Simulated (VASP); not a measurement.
# Hf5H2 (P6_3/mmc) in VASP: a series of runs

The runs below take Hf5H2 through single point, with PBE.

Program: VASP 6.6.1. These are calculated values, not measurements. Logs are shortened: lines on timing, memory, paths and dates and some standing lists are left out, and cuts for length are marked.

### 1 The cell of the first run

Symmetry: P6_3/mmc, No. 194, hexagonal system. Conventional cell: a = 3.218 Å, b = 3.218 Å, c = 25.811 Å, α = 90.00°, β = 90.00°, γ = 120.00°. Hf (site symmetry 3m) has 3 H at 2.30 Å and 12 Hf at 3.11 to 3.26 Å within 3.3 Å. Hf (site symmetry 3m) has 3 H at 2.28 Å within 3.0 Å. Within 4.1 Å of Hf (site symmetry -6m2) lie 12 Hf at 3.14 to 3.22 Å. H (site symmetry 3m) has 6 Hf at 2.28 to 2.30 Å within 3.0 Å.

### 2 Single point, PBE

The input, INCAR:

```
SYSTEM = Hf5H2
  PREC = Accurate
  ENCUT = 520
  EDIFF = 1E-7
  ISMEAR = 0
  SIGMA = 0.2
  LREAL = .False.
  LASPH = .True.
  NELM = 80
  ALGO = Normal
  ISIF = 2
  LWAVE = .False.
  LCHARG = .False.
  GGA = PE
  NBANDS = 65
```

The input, KPOINTS:

```
regular mesh
0
Gamma
  6 6 1
  0 0 0
```

The input, POSCAR:

```
Hf5H2
1.0
    3.2180780313      0.0000000000      0.0000000000
   -1.6090390157      2.7869373265      0.0000000000
    0.0000000000      0.0000000000     25.8113593003
Hf H
10 4
Direct
    0.3333333333      0.6666666667      0.0483876015
    0.6666666667      0.3333333333      0.1521596451
    0.3333333333      0.6666666667      0.4516123985
    0.6666666667      0.3333333333      0.3478403549
    0.3333333333      0.6666666667      0.2500000000
    0.6666666667      0.3333333333      0.9516123985
    0.3333333333      0.6666666667      0.8478403549
    0.6666666667      0.3333333333      0.5483876015
    0.3333333333      0.6666666667      0.6521596451
    0.6666666667      0.3333333333      0.7500000000
    0.0000000000      0.0000000000      0.1006350095
    0.0000000000      0.0000000000      0.3993649905
    0.0000000000      0.0000000000      0.8993649905
    0.0000000000      0.0000000000      0.6006350095
```

Potentials or basis: VASP PAW PBE potentials, release 64 (Hf_pv, H).

Command:

```console
$ cat potpaw_PBE.64/Hf_pv/POTCAR potpaw_PBE.64/H/POTCAR > POTCAR
$ mpirun -np 1 vasp_std > vasp.out
```

OUTCAR:

```text
SYSTEM = Hf5H2
   PREC = Accurate
   ENCUT = 520
   EDIFF = 1E-7
   ISMEAR = 0
   LREAL = .False.
   LASPH = .True.
   NELM = 80
   ISIF = 2
   GGA = PE

 ion  position               nearest neighbor table
   1  0.333  0.667  0.048-  11 2.30  11 2.30  11 2.30   6 3.11   6 3.11   6 3.11   2 3.26   2 3.26
                             2 3.26
   2  0.667  0.333  0.152-  11 2.28  11 2.28  11 2.28   5 3.14   5 3.14   5 3.14   1 3.26   1 3.26
                             1 3.26
   3  0.333  0.667  0.452-  12 2.30  12 2.30  12 2.30   8 3.11   8 3.11   8 3.11   4 3.26   4 3.26
                             4 3.26
   4  0.667  0.333  0.348-  12 2.28  12 2.28  12 2.28   5 3.14   5 3.14   5 3.14   3 3.26   3 3.26
                             3 3.26
   5  0.333  0.667  0.250-   2 3.14   4 3.14   2 3.14   4 3.14   2 3.14   4 3.14
   6  0.667  0.333  0.952-  13 2.30  13 2.30  13 2.30   1 3.11   1 3.11   1 3.11   7 3.26   7 3.26
                             7 3.26
   7  0.333  0.667  0.848-  13 2.28  13 2.28  13 2.28  10 3.14  10 3.14  10 3.14   6 3.26   6 3.26
                             6 3.26
   8  0.667  0.333  0.548-  14 2.30  14 2.30  14 2.30   3 3.11   3 3.11   3 3.11   9 3.26   9 3.26
                             9 3.26
   9  0.333  0.667  0.652-  14 2.28  14 2.28  14 2.28  10 3.14  10 3.14  10 3.14   8 3.26   8 3.26
                             8 3.26
  10  0.667  0.333  0.750-   7 3.14   9 3.14   7 3.14   9 3.14   7 3.14   9 3.14
  11  0.000  0.000  0.101-   2 2.28   2 2.28   2 2.28   1 2.30   1 2.30   1 2.30
  12  0.000  0.000  0.399-   4 2.28   4 2.28   4 2.28   3 2.30   3 2.30   3 2.30
  13  0.000  0.000  0.899-   7 2.28   7 2.28   7 2.28   6 2.30   6 2.30   6 2.30
  14  0.000  0.000  0.601-   9 2.28   9 2.28   9 2.28   8 2.30   8 2.30   8 2.30

  LATTYP: Found a hexagonal cell.
 ALAT       =     3.2180780313
 C/A-ratio  =     8.0207375487

  Lattice vectors:

 A1 = (   3.2180780313,   0.0000000000,   0.0000000000)
 A2 = (  -1.6090390157,   2.7869373265,   0.0000000000)
 A3 = (   0.0000000000,   0.0000000000,  25.8113593003)

Analysis of symmetry for initial positions (statically):
=====================================================================
 Subroutine PRICEL returns:
 Original cell was already a primitive cell.

 Routine SETGRP: Setting up the symmetry group for a
 hexagonal supercell.

 Subroutine GETGRP returns: Found 24 space group operations
 (whereof 12 operations were pure point group operations)
 out of a pool of 24 trial point group operations.

The static configuration has the point symmetry D_3d.
 The point group associated with its full space group is D_6h.

Analysis of symmetry for dynamics (positions and initial velocities):
=====================================================================
 Subroutine PRICEL returns:
 Original cell was already a primitive cell.

 Routine SETGRP: Setting up the symmetry group for a
 hexagonal supercell.

 Subroutine GETGRP returns: Found 24 space group operations
 (whereof 12 operations were pure point group operations)
 out of a pool of 24 trial point group operations.

The dynamic configuration has the point symmetry D_3d.
 The point group associated with its full space group is D_6h.

 Subroutine INISYM returns: Found 24 space group operations
 (whereof 12 operations are pure point group operations),
 and found     1 'primitive' translations

----------------------------------------------------------------------------------------

                                     Primitive cell

  volume of cell :     231.4913

  direct lattice vectors                    reciprocal lattice vectors
     3.218078031  0.000000000  0.000000000     0.310744485  0.179408412  0.000000000
    -1.609039016  2.786937326  0.000000000     0.000000000  0.358816824  0.000000000
     0.000000000  0.000000000 25.811359300     0.000000000  0.000000000  0.038742632

  length of vectors
     3.218078031  3.218078031 25.811359300     0.358816824  0.358816824  0.038742632

  position of ions in fractional coordinates (direct lattice)
     0.333333333  0.666666667  0.048387602
     0.666666667  0.333333333  0.152159645
     0.333333333  0.666666667  0.451612399
     0.666666667  0.333333333  0.347840355
     0.333333333  0.666666667  0.250000000
     0.666666667  0.333333333  0.951612399
     0.333333333  0.666666667  0.847840355
     0.666666667  0.333333333  0.548387601
     0.333333333  0.666666667  0.652159645
     0.666666667  0.333333333  0.750000000
     0.000000000  0.000000000  0.100635010
     0.000000000  0.000000000  0.399364990
     0.000000000  0.000000000  0.899364990
     0.000000000  0.000000000  0.600635010

  ion indices of the primitive-cell ions
   primitive index   ion index
                 1           1
                 2           2
                 3           3
                 4           4
                 5           5
                 6           6
                 7           7
                 8           8
                 9           9
                10          10
                11          11
                12          12
                13          13
                14          14

----------------------------------------------------------------------------------------

 KPOINTS: regular mesh

Automatic generation of k-mesh.
 Grid dimensions read from file:
 generate k-points for:    6    6    1

 Generating k-lattice:

  Cartesian coordinates                     Fractional coordinates (reciprocal lattice)
     0.051790747  0.029901402  0.000000000     0.166666667 -0.000000000  0.000000000
     0.000000000  0.059802804  0.000000000     0.000000000  0.166666667  0.000000000
     0.000000000  0.000000000  0.038742632     0.000000000  0.000000000  1.000000000

  Length of vectors
     0.059802804  0.059802804  0.038742632

  Shift w.r.t. Gamma in fractional coordinates (k-lattice)
     0.000000000  0.000000000  0.000000000

 Subroutine IBZKPT returns following result:
 ===========================================

 Found      7 irreducible k-points:

 Following reciprocal coordinates:
            Coordinates               Weight
  0.000000  0.000000  0.000000      1.000000
  0.166667  0.000000  0.000000      6.000000
  0.333333  0.000000  0.000000      6.000000
  0.500000  0.000000  0.000000      3.000000
  0.166667  0.166667  0.000000      6.000000
  0.333333  0.166667  0.000000     12.000000
  0.333333  0.333333  0.000000      2.000000
   k-points           NKPTS =      7   k-points in BZ     NKDIM =      7   number of bands    NBANDS=     65
   number of dos      NEDOS =    301   number of ions     NIONS =     14
   total plane-waves  NPLWV = 110592
   dimension x,y,z NGX =    24 NGY =   24 NGZ =  192
   dimension x,y,z NGXF=    48 NGYF=   48 NGZF=  384
   ions per type =              10   4
   NGX,Y,Z   is equivalent  to a cutoff of  12.40, 12.40, 12.37 a.u.
   NGXF,Y,Z  is equivalent  to a cutoff of  24.80, 24.80, 24.73 a.u.
 SYSTEM =  Hf5H2
   PREC   = accura    normal or accurate (medium, high low for compatibility)
   ISTART =      0    job   : 0-new  1-cont  2-samecut
   ICHARG =      2    charge: 1-file 2-atom 10-const
   ISPIN  =      1    spin polarized calculation?
   LNONCOLLINEAR =      F non collinear calculations
   LSORBIT =      F    spin-orbit coupling
   LASPH  =      T    aspherical Exc in radial PAW
   ENCUT  =  520.0 eV  38.22 Ry    6.18 a.u.   5.98  5.98 47.99*2*pi/ulx,y,z
   NELM   =     80;   NELMIN=  2; NELMDL= -5     # of ELM steps
   EDIFF  = 0.1E-06   stopping-criterion for ELM
   LREAL  =      F    real-space projection
   EDIFFG = 0.1E-05   stopping-criterion for IOM
   NSW    =      0    number of steps for IOM
   IBRION =     -1    ionic relax: 0-MD 1-quasi-New 2-CG
   NFREE  =      0    steps in history (QN), initial steepest desc. (CG)
   ISIF   =      2    stress and relaxation
   ISYM   =      2    0-nonsym 1-usesym 2-fastsym
   POTIM  = 0.5000    time-step for ionic-motion
   TEBEG  =    0.0;   TEEND  =   0.0 temperature during run
   PSTRESS=    0.0 pullay stress
   NELECT =     104.0000    total number of electrons
   NUPDOWN=      -1.0000    fix difference up-down
   EMIN   =  10.00;   EMAX   =-10.00  energy-range for DOS
   EFERMI =   0.00;   METHOD = LEGACY
   ISMEAR =     0;   SIGMA  =   0.20  broadening in eV -4-tet -1-fermi 0-gaus
   EFERMI_NEDOS =   21; number of points for ismear=-14 and -15
   IALGO  =     38    algorithm
   IMIX   =      4    mixing-type and parameters
     AMIX     =   0.40;   BMIX     =  1.00
     AMIX_MAG =   1.60;   BMIX_MAG =  1.00
  volume/ion in A,a.u.               =      16.54       111.58
  Fermi-wavevector in a.u.,A,eV,Ry     =   1.253837  2.369408 21.389815  1.572107
  Thomas-Fermi vector in A             =   2.387671
   LORBIT       =      0    0 simple, 1 ext, 2 COOP (PROOUT), +10 PAW based schemes
   GGA     = PE    functional components
   LHFCALC =     F    Hartree Fock is set to
   AEXX    =    0.0000 exact exchange contribution
   IVDW    =     0    specifies the selected vdW correction
   LEPSILON=     F    determine dielectric tensor
   LRPA    =     F    only Hartree local field effects (RPA)
 non-spin polarized calculation
 Gauss-broadening in eV      SIGMA  =   0.20
  energy-cutoff  :      520.00
  volume of cell :      231.49
 maximum number of plane-waves:      6276
 NGX is ok and might be reduce to    24
   NGX = 11   NGY = 11   NGZ = 95

 number of electron     104.0000021 magnetization

 Free energy of the ion-electron system (eV)
  ---------------------------------------------------
  ext. energy  EPLUGINS =         0.00000000
  ---------------------------------------------------
  free energy    TOTEN  =      -113.99625822 eV

  energy without entropy =     -113.68246278  energy(sigma->0) =     -113.83936050

 E-fermi :   4.9998     XC(G=0): -11.3422

 val. band max:        4.9721582199   @ k =   0.1667   0.1667   0.0000
 cond. band min:       5.0121958523   @ k =   0.3333   0.3333   0.0000
 fundamental gap:      0.0400376324
 Fermi energy:         4.9998437630

 k-point     1 :       0.0000    0.0000    0.0000
  band No.  band energies     occupation
      1     -26.0879      2.00000
      2     -26.0244      2.00000
      3     -26.0137      2.00000
      4     -25.8487      2.00000
      5     -25.8225      2.00000
      6     -25.6446      2.00000
[... 56 lines left out ...]
     63       6.1500      0.00000
     64       6.2345      0.00000

 k-point     2 :       0.1667    0.0000    0.0000
  band No.  band energies     occupation
      1     -26.0236      2.00000
      2     -25.9774      2.00000
      3     -25.9662      2.00000
      4     -25.8425      2.00000
      5     -25.8271      2.00000
      6     -25.6854      2.00000
[... 56 lines left out ...]
     63       6.5084      0.00000
     64       6.6481      0.00000

 k-point     3 :       0.3333    0.0000    0.0000
  band No.  band energies     occupation
      1     -25.9323      2.00000
      2     -25.9294      2.00000
      3     -25.9275      2.00000
      4     -25.9248      2.00000
      5     -25.8720      2.00000
      6     -25.8675      2.00000
[... 257 lines left out ...]
     63       6.2598      0.00000
     64       6.5487      0.00000

 k-point     7 :       0.3333    0.3333    0.0000
  band No.  band energies     occupation
      1     -25.8939      2.00000
      2     -25.8939      2.00000
      3     -25.8937      2.00000
      4     -25.8937      2.00000
      5     -25.8638      2.00000
      6     -25.8512      2.00000
[... 56 lines left out ...]
     63       6.4635      0.00000
     64       6.5181      0.00000
 [bands above 64 left out]

------------------------ aborting loop because EDIFF is reached ----------------------------------------

  FORCE on cell =-STRESS in cart. coord.  units (eV):
  Direction    XX          YY          ZZ          XY          YZ          ZX
  --------------------------------------------------------------------------------------
  -------------------------------------------------------------------------------------
  Total       -0.7512493     -0.7512493     -0.9418385      0.0000000      0.0000000     -0.0000000
  in kB       -5.1994813     -5.1994813     -6.5185707      0.0000000      0.0000000     -0.0000000
  external PRESSURE =      -5.6391777 kB  Pullay stress =       0.0000000 kB

 VOLUME and BASIS-vectors are now :
 -----------------------------------------------------------------------------
  energy-cutoff  :      520.00
  volume of cell :      231.49
      direct lattice vectors                 reciprocal lattice vectors
     3.218078031  0.000000000  0.000000000     0.310744485  0.179408412  0.000000000
    -1.609039016  2.786937326  0.000000000     0.000000000  0.358816824  0.000000000
     0.000000000  0.000000000 25.811359300     0.000000000  0.000000000  0.038742632

 POSITION                                       TOTAL-FORCE (eV/Angst)
 -----------------------------------------------------------------------------------
     -0.00000      1.85796      1.24895        -0.000000      0.000000     -0.019805
      1.60904      0.92898      3.92745        -0.000000      0.000000     -0.017835
     -0.00000      1.85796     11.65673        -0.000000     -0.000000      0.019805
      1.60904      0.92898      8.97823        -0.000000      0.000000      0.017835
     -0.00000      1.85796      6.45284         0.000000      0.000000     -0.000000
      1.60904      0.92898     24.56241         0.000000      0.000000      0.019805
     -0.00000      1.85796     21.88391         0.000000     -0.000000      0.017835
      1.60904      0.92898     14.15463         0.000000     -0.000000     -0.019805
     -0.00000      1.85796     16.83313        -0.000000     -0.000000     -0.017835
      1.60904      0.92898     19.35852        -0.000000     -0.000000     -0.000000
      0.00000      0.00000      2.59753        -0.000000     -0.000000      0.019515
      0.00000      0.00000     10.30815        -0.000000     -0.000000     -0.019515
      0.00000      0.00000     23.21383         0.000000     -0.000000     -0.019515
      0.00000      0.00000     15.50321         0.000000     -0.000000      0.019515
 -----------------------------------------------------------------------------------
    total drift:                                0.000000     -0.000000     -0.000000

  FREE ENERGIE OF THE ION-ELECTRON SYSTEM (eV)
  ---------------------------------------------------
  free  energy   TOTEN  =      -113.9962582195 eV

  energy  without entropy=     -113.6824627845  energy(sigma->0) =     -113.83936050
```

It took 4.3 min on 1 thread of Intel Xeon Platinum 8124M at 3.00GHz (Skylake/Cascade Lake), shared host; peak memory 0.35 GiB.

What came out:

```
Free energy            : -113.9963 eV
Pressure               : -0.6 GPa
Largest force          : 0.020 eV/Å
Band gap on the k mesh : zero (bands 52 and 53 overlap by 1.12 eV)
```

Forces on the atoms (eV/Å):
```
Hf   0.000  0.000 -0.020
Hf   0.000  0.000 -0.018
Hf   0.000  0.000  0.020
Hf   0.000  0.000  0.018
Hf   0.000  0.000  0.000
Hf   0.000  0.000  0.020
Hf   0.000  0.000  0.018
Hf   0.000  0.000 -0.020
Hf   0.000  0.000 -0.018
Hf   0.000  0.000  0.000
H    0.000  0.000  0.020
H    0.000  0.000 -0.020
H    0.000  0.000 -0.020
H    0.000  0.000  0.020
```

Caveat: the k points lie up to 0.38 Å⁻¹ apart, too coarse for converged energies and pressures of a metal; spin-orbit coupling is left out, which moves the levels of the heavy elements.

### 3 Single point, PBE

This run uses another cell than the first one, of 16.98 Å³/atom.

The input, INCAR:

```
SYSTEM = Hf5H2
ALGO = Normal
EDIFF = 1E-6
ENCUT = 520
GGA = PE
ISIF = 2
ISMEAR = 0
LASPH = .TRUE.
LCHARG = .FALSE.
LREAL = .FALSE.
LWAVE = .FALSE.
NBANDS = 65
NELM = 80
PREC = Accurate
SIGMA = 0.2
```

The input, KPOINTS:

```
k-points
0
G
  6 6 1
  0 0 0
```

The input, POSCAR:

```
Hf5H2
1.0
    3.2128460356      0.0000000000      0.0000000000
   -1.6064230178      2.7824062853      0.0000000000
    0.0000000000      0.0000000000     26.5918317710
Hf H
10 4
Direct
    0.3333333333      0.6666666667      0.0469034539
    0.6666666667      0.3333333333      0.1541876948
    0.3333333333      0.6666666667      0.4530965461
    0.6666666667      0.3333333333      0.3458123052
    0.3333333333      0.6666666667      0.2500000000
    0.6666666667      0.3333333333      0.9530965461
    0.3333333333      0.6666666667      0.8458123052
    0.6666666667      0.3333333333      0.5469034539
    0.3333333333      0.6666666667      0.6541876948
    0.6666666667      0.3333333333      0.7500000000
    0.3333333333      0.6666666667      0.1231485907
    0.3333333333      0.6666666667      0.3768514093
    0.6666666667      0.3333333333      0.8768514093
    0.6666666667      0.3333333333      0.6231485907
```

Potentials or basis: VASP PAW PBE potentials, release 64 (Hf_pv, H).

Command:

```console
$ cat potpaw_PBE.64/Hf_pv/POTCAR potpaw_PBE.64/H/POTCAR > POTCAR
$ mpirun -np 1 vasp_std > vasp.out
```

It took 3.3 min on 1 thread of Intel Xeon Platinum 8124M at 3.00GHz (Skylake/Cascade Lake), shared host; peak memory 0.36 GiB.

The run converged. Its results:

- Free energy: -114.6762 eV
- Pressure: -0.4 GPa
- Largest force: 0.057 eV/Å
- Band gap on the k mesh: zero (bands 52 and 53 overlap by 1.66 eV)

Forces in eV/Å, atoms in the order of the input:
```
Hf   0.000  0.000 -0.012
Hf   0.000  0.000  0.057
Hf   0.000  0.000  0.012
Hf   0.000  0.000 -0.057
Hf   0.000  0.000  0.000
Hf   0.000  0.000  0.012
Hf   0.000  0.000 -0.057
Hf   0.000  0.000 -0.012
Hf   0.000  0.000  0.057
Hf   0.000  0.000  0.000
H    0.000  0.000 -0.006
H    0.000  0.000  0.006
H    0.000  0.000  0.006
H    0.000  0.000 -0.006
```

Levels at points of the mesh, in eV from the Fermi level:
| k point | band 50 | band 51 | band 52 | band 53 | band 54 | band 55 |
| --- | --- | --- | --- | --- | --- | --- |
| (0.00, 0.00, 0.00) | 0.83 | 0.86 | 0.86 | 0.89 | 0.89 | 0.90 |
| (0.50, 0.00, 0.00) | -1.03 | -0.20 | 0.02 | 0.34 | 0.63 | 0.94 |

Caveat: the k points lie up to 0.38 Å⁻¹ apart, too coarse for converged energies and pressures of a metal; spin-orbit coupling is left out, which moves the levels of the heavy elements.

The gap in the log of VASP goes by the Fermi energy; the results here count the filled bands.